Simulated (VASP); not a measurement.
# InGaN (P4/mmm) in VASP: notebook

The runs below take InGaN through single point, relaxation of cell and atoms, with PBE.

All numbers are computed with VASP 6.6.1; they aren't measurements. Logs are shortened: lines on timing, memory, paths and dates and some standing lists are left out, and cuts for length are marked.

### 1 The cell of the first run

The structure is tetragonal, space group P4/mmm (No. 123). Conventional cell: a = 2.960 Å, b = 2.960 Å, c = 5.731 Å, α = 90.00°, β = 90.00°, γ = 90.00°. In (site symmetry 4/mmm) has 2 N at 2.87 Å and 4 In at 2.96 Å and 8 Ga at 3.55 Å within 3.8 Å. Ga (site symmetry 4/mmm) has 4 N at 2.09 Å within 2.8 Å. Within 2.8 Å of N (site symmetry 4/mmm) lie 4 Ga at 2.09 Å.

### 2 Single point, PBE

INCAR

```
SYSTEM = InGaN
PREC = Accurate ; ENCUT = 520
EDIFF = 1E-6 ; ISMEAR = 0
SIGMA = 0.1 ; LREAL = .FALSE.
LASPH = .TRUE. ; NELM = 80
ALGO = Normal ; ISIF = 2
LWAVE = .FALSE. ; LCHARG = .FALSE.
GGA = PE ; NBANDS = 22
```

KPOINTS

```
regular mesh
0
G
  6 6 4
  0 0 0
```

POSCAR

```
InGaN
1.0
    2.9603716765      0.0000000000      0.0000000000
    0.0000000000      2.9603716765      0.0000000000
    0.0000000000      0.0000000000      5.7312908923
In Ga N
1 1 1
Direct
    0.0000000000      0.0000000000      0.5000000000
    0.5000000000      0.5000000000      0.0000000000
    0.0000000000      0.0000000000      0.0000000000
```

Potentials or basis: VASP PAW PBE potentials, release 64 (In_d, Ga_d, N).

Launch:

```bash
> cat potpaw_PBE.64/In_d/POTCAR potpaw_PBE.64/Ga_d/POTCAR potpaw_PBE.64/N/POTCAR > POTCAR
> mpirun -np 1 vasp_std > vasp.out
```

OUTCAR:

```text
SYSTEM = InGaN
   PREC = Accurate
   ENCUT = 520
   EDIFF = 1E-6
   ISMEAR = 0
   LREAL = .FALSE.
   LASPH = .TRUE.
   NELM = 80
   ISIF = 2
   GGA = PE

 ion  position               nearest neighbor table
   1  0.000  0.000  0.500-   3 2.87   3 2.87
   2  0.500  0.500  0.000-   3 2.09   3 2.09   3 2.09   3 2.09
   3  0.000  0.000  0.000-   2 2.09   2 2.09   2 2.09   2 2.09   1 2.87   1 2.87

  LATTYP: Found a simple tetragonal cell.
 ALAT       =     2.9603716765
 C/A-ratio  =     1.9360038261

  Lattice vectors:

 A1 = (   2.9603716765,   0.0000000000,   0.0000000000)
 A2 = (   0.0000000000,   2.9603716765,   0.0000000000)
 A3 = (   0.0000000000,   0.0000000000,   5.7312908923)

Analysis of symmetry for initial positions (statically):
=====================================================================
 Subroutine PRICEL returns:
 Original cell was already a primitive cell.

 Routine SETGRP: Setting up the symmetry group for a
 simple tetragonal supercell.

 Subroutine GETGRP returns: Found 16 space group operations
 (whereof 16 operations were pure point group operations)
 out of a pool of 16 trial point group operations.

The static configuration has the point symmetry D_4h.

Analysis of symmetry for dynamics (positions and initial velocities):
=====================================================================
 Subroutine PRICEL returns:
 Original cell was already a primitive cell.

 Routine SETGRP: Setting up the symmetry group for a
 simple tetragonal supercell.

 Subroutine GETGRP returns: Found 16 space group operations
 (whereof 16 operations were pure point group operations)
 out of a pool of 16 trial point group operations.

The dynamic configuration has the point symmetry D_4h.

 Subroutine INISYM returns: Found 16 space group operations
 (whereof 16 operations are pure point group operations),
 and found     1 'primitive' translations

----------------------------------------------------------------------------------------

                                     Primitive cell

  volume of cell :      50.2279

  direct lattice vectors                    reciprocal lattice vectors
     2.960371676  0.000000000  0.000000000     0.337795422  0.000000000  0.000000000
     0.000000000  2.960371676  0.000000000     0.000000000  0.337795422  0.000000000
     0.000000000  0.000000000  5.731290892     0.000000000  0.000000000  0.174480762

  length of vectors
     2.960371676  2.960371676  5.731290892     0.337795422  0.337795422  0.174480762

  position of ions in fractional coordinates (direct lattice)
     0.000000000  0.000000000  0.500000000
     0.500000000  0.500000000  0.000000000
     0.000000000  0.000000000  0.000000000

  ion indices of the primitive-cell ions
   primitive index   ion index
                 1           1
                 2           2
                 3           3

----------------------------------------------------------------------------------------

 KPOINTS: regular mesh

Automatic generation of k-mesh.
 Grid dimensions read from file:
 generate k-points for:    6    6    4

 Generating k-lattice:

  Cartesian coordinates                     Fractional coordinates (reciprocal lattice)
     0.056299237  0.000000000  0.000000000     0.166666667  0.000000000  0.000000000
     0.000000000  0.056299237  0.000000000     0.000000000  0.166666667  0.000000000
     0.000000000  0.000000000  0.043620190     0.000000000  0.000000000  0.250000000

  Length of vectors
     0.056299237  0.056299237  0.043620190

  Shift w.r.t. Gamma in fractional coordinates (k-lattice)
     0.000000000  0.000000000  0.000000000

 Subroutine IBZKPT returns following result:
 ===========================================

 Found     30 irreducible k-points:

 Following reciprocal coordinates:
            Coordinates               Weight
  0.000000  0.000000  0.000000      1.000000
  0.166667  0.000000  0.000000      4.000000
  0.333333  0.000000  0.000000      4.000000
  0.500000  0.000000  0.000000      2.000000
  0.166667  0.166667  0.000000      4.000000
  0.333333  0.166667  0.000000      8.000000
[... 16 lines left out ...]
  0.333333  0.000000  0.500000      4.000000
  0.500000  0.000000  0.500000      2.000000
 [... further k-points ...]
   k-points           NKPTS =     30   k-points in BZ     NKDIM =     30   number of bands    NBANDS=     22
   number of dos      NEDOS =    301   number of ions     NIONS =      3
   total plane-waves  NPLWV =  27648
   dimension x,y,z NGX =    24 NGY =   24 NGZ =   48
   dimension x,y,z NGXF=    48 NGYF=   48 NGZF=   96
   ions per type =               1   1   1
   NGX,Y,Z   is equivalent  to a cutoff of  13.48, 13.48, 13.92 a.u.
   NGXF,Y,Z  is equivalent  to a cutoff of  26.96, 26.96, 27.85 a.u.
 SYSTEM =  InGaN
   PREC   = accura    normal or accurate (medium, high low for compatibility)
   ISTART =      0    job   : 0-new  1-cont  2-samecut
   ICHARG =      2    charge: 1-file 2-atom 10-const
   ISPIN  =      1    spin polarized calculation?
   LNONCOLLINEAR =      F non collinear calculations
   LSORBIT =      F    spin-orbit coupling
   LASPH  =      T    aspherical Exc in radial PAW
   ENCUT  =  520.0 eV  38.22 Ry    6.18 a.u.   5.50  5.50 10.66*2*pi/ulx,y,z
   NELM   =     80;   NELMIN=  2; NELMDL= -5     # of ELM steps
   EDIFF  = 0.1E-05   stopping-criterion for ELM
   LREAL  =      F    real-space projection
   EDIFFG = 0.1E-04   stopping-criterion for IOM
   NSW    =      0    number of steps for IOM
   IBRION =     -1    ionic relax: 0-MD 1-quasi-New 2-CG
   NFREE  =      0    steps in history (QN), initial steepest desc. (CG)
   ISIF   =      2    stress and relaxation
   ISYM   =      2    0-nonsym 1-usesym 2-fastsym
   POTIM  = 0.5000    time-step for ionic-motion
   TEBEG  =    0.0;   TEEND  =   0.0 temperature during run
   PSTRESS=    0.0 pullay stress
   NELECT =      31.0000    total number of electrons
   NUPDOWN=      -1.0000    fix difference up-down
   EMIN   =  10.00;   EMAX   =-10.00  energy-range for DOS
   EFERMI =   0.00;   METHOD = LEGACY
   ISMEAR =     0;   SIGMA  =   0.10  broadening in eV -4-tet -1-fermi 0-gaus
   EFERMI_NEDOS =   21; number of points for ismear=-14 and -15
   IALGO  =     38    algorithm
   IMIX   =      4    mixing-type and parameters
     AMIX     =   0.40;   BMIX     =  1.00
     AMIX_MAG =   1.60;   BMIX_MAG =  1.00
  volume/ion in A,a.u.               =      16.74       112.98
  Fermi-wavevector in a.u.,A,eV,Ry     =   1.393843  2.633981 26.433363  1.942797
  Thomas-Fermi vector in A             =   2.517450
   LORBIT       =      0    0 simple, 1 ext, 2 COOP (PROOUT), +10 PAW based schemes
   GGA     = PE    functional components
   LHFCALC =     F    Hartree Fock is set to
   AEXX    =    0.0000 exact exchange contribution
   IVDW    =     0    specifies the selected vdW correction
   LEPSILON=     F    determine dielectric tensor
   LRPA    =     F    only Hartree local field effects (RPA)
 non-spin polarized calculation
 Gauss-broadening in eV      SIGMA  =   0.10
  energy-cutoff  :      520.00
  volume of cell :       50.23
 maximum number of plane-waves:      1389
 NGX is ok and might be reduce to    24
   NGX = 11   NGY = 11   NGZ = 21

 number of electron      30.9999999 magnetization

 Free energy of the ion-electron system (eV)
  ---------------------------------------------------
  ext. energy  EPLUGINS =         0.00000000
  ---------------------------------------------------
  free energy    TOTEN  =       -12.78756838 eV

  energy without entropy =      -12.78403329  energy(sigma->0) =      -12.78580083

 E-fermi :   7.0462     XC(G=0): -10.8808

 val. band max:        6.9578230536   @ k =   0.3333   0.0000   0.5000
 cond. band min:       7.0646594203   @ k =   0.5000   0.5000   0.5000
 fundamental gap:      0.1068363667
 Fermi energy:         7.0461667679

 k-point     1 :       0.0000    0.0000    0.0000
  band No.  band energies     occupation
      1      -9.6199      2.00000
      2      -8.3227      2.00000
      3      -7.9941      2.00000
      4      -7.9720      2.00000
      5      -7.8966      2.00000
      6      -7.8966      2.00000
[... 14 lines left out ...]
     21      16.2036      0.00000
     22      17.8437      0.00000

 k-point     2 :       0.1667    0.0000    0.0000
  band No.  band energies     occupation
      1      -9.3311      2.00000
      2      -8.2219      2.00000
      3      -7.9462      2.00000
      4      -7.9295      2.00000
      5      -7.9090      2.00000
      6      -7.8922      2.00000
[... 14 lines left out ...]
     21      16.6693      0.00000
     22      18.4732      0.00000

 k-point     3 :       0.3333    0.0000    0.0000
  band No.  band energies     occupation
      1      -8.6365      2.00000
      2      -8.1160      2.00000
      3      -7.9935      2.00000
      4      -7.9033      2.00000
      5      -7.8833      2.00000
      6      -7.8734      2.00000
[... 14 lines left out ...]
     21      16.8406      0.00000
     22      18.8862      0.00000

 k-point     4 :       0.5000    0.0000    0.0000
  band No.  band energies     occupation
      1      -8.1515      2.00000
      2      -8.1311      2.00000
      3      -8.0243      2.00000
      4      -7.9590      2.00000
      5      -7.9184      2.00000
      6      -7.8790      2.00000
[... 14 lines left out ...]
     21      16.1334      0.00000
     22      19.8643      0.00000

 k-point     5 :       0.1667    0.1667    0.0000
  band No.  band energies     occupation
      1      -9.1195      2.00000
      2      -8.0751      2.00000
      3      -7.9391      2.00000
      4      -7.9272      2.00000
      5      -7.9239      2.00000
      6      -7.8959      2.00000
[... 417 lines left out ...]
 k-point    22 :       0.1667    0.0000    0.5000
  band No.  band energies     occupation
      1      -9.2784      2.00000
      2      -8.2221      2.00000
      3      -7.9599      2.00000
      4      -7.9388      2.00000
      5      -7.8878      2.00000
      6      -7.8740      2.00000
[... 14 lines left out ...]
     21      16.2514      0.00000
     22      19.1643      0.00000

 k-point    23 :       0.3333    0.0000    0.5000
  band No.  band energies     occupation
      1      -8.5760      2.00000
      2      -8.1218      2.00000
      3      -8.0101      2.00000
      4      -7.9060      2.00000
      5      -7.8957      2.00000
      6      -7.8838      2.00000
[... 14 lines left out ...]
     21      17.1399      0.00000
     22      17.9172      0.00000

 k-point    24 :       0.5000    0.0000    0.5000
  band No.  band energies     occupation
      1      -8.1533      2.00000
      2      -8.0976      2.00000
      3      -8.0376      2.00000
      4      -7.9619      2.00000
      5      -7.9558      2.00000
      6      -7.8825      2.00000
[... 14 lines left out ...]
     21      16.1495      0.00000
     22      16.4599      0.00000

 [... further k-points ...]
[... 5 lines left out ...]
  --------------------------------------------------------------------------------------
  -------------------------------------------------------------------------------------
  Total        0.1741803      0.1741803     -0.0273034      0.0000000      0.0000000      0.0000000
  in kB        5.5560301      5.5560301     -0.8709283      0.0000000      0.0000000      0.0000000
  external PRESSURE =       3.4137106 kB  Pullay stress =       0.0000000 kB

 VOLUME and BASIS-vectors are now :
 -----------------------------------------------------------------------------
  energy-cutoff  :      520.00
  volume of cell :       50.23
      direct lattice vectors                 reciprocal lattice vectors
     2.960371676  0.000000000  0.000000000     0.337795422  0.000000000  0.000000000
     0.000000000  2.960371676  0.000000000     0.000000000  0.337795422  0.000000000
     0.000000000  0.000000000  5.731290892     0.000000000  0.000000000  0.174480762

 POSITION                                       TOTAL-FORCE (eV/Angst)
 -----------------------------------------------------------------------------------
      0.00000      0.00000      2.86565         0.000000      0.000000      0.000000
      1.48019      1.48019      0.00000         0.000000      0.000000      0.000000
      0.00000      0.00000      0.00000         0.000000      0.000000      0.000000
 -----------------------------------------------------------------------------------
    total drift:                                0.000000     -0.000000     -0.000000

  FREE ENERGIE OF THE ION-ELECTRON SYSTEM (eV)
  ---------------------------------------------------
  free  energy   TOTEN  =       -12.7875683769 eV

  energy  without entropy=      -12.7840332876  energy(sigma->0) =      -12.78580083
```

Wall time 26 s (1 thread of Intel Xeon 6975P-C (Granite Rapids), shared host); peak memory 0.18 GiB.

What came out:

```
Free energy : -12.7876 eV
Pressure    : 0.3 GPa
```

Caveat: spin-orbit coupling is left out, which moves the levels of the heavy elements.

[end of part 1 of 2]
